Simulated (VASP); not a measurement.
Input of a VASP 6.6.1 run:

The input INCAR:

```
PREC = Accurate ; ENCUT = 520
EDIFF = 1E-6 ; ISMEAR = 0
SIGMA = 0.05 ; LREAL = False
LASPH = True ; NELM = 150
ALGO = Normal ; ISIF = 2
LWAVE = False ; LCHARG = True
ISPIN = 2 ; MAGMOM = 4.65 0
LORBIT = 11 ; LMAXMIX = 4
GGA = PE ; LELF = True
LVHAR = True ; NBANDS = 20
```

Contents of KPOINTS:

```
Automatic mesh
0
Gamma
  12 12 12
```

File POSCAR:

```
MnS
1.0
    0.0000000000      2.5893887097      2.5893887097
    2.5893887097      0.0000000000      2.5893887097
    2.5893887097      2.5893887097      0.0000000000
Mn S
1 1
Direct
    0.0000000000      0.0000000000      0.0000000000
    0.5000000000      0.5000000000      0.5000000000
```

Potentials or basis: VASP PAW PBE potentials, release 64 (Mn_pv, S).

Launch:

```sh
$ cat potpaw_PBE.64/Mn_pv/POTCAR potpaw_PBE.64/S/POTCAR > POTCAR
$ mpirun -np 1 vasp_std > vasp.out
```

(1) Predict the net moment.

(2) Estimate the site moments.

## Answers

(1) 4.63 μB per cell.

(2) Mn +4.20; S +0.10 μB.

Caveat: a cell with one magnetic atom can't hold antiferromagnetic order, which such compounds often take.
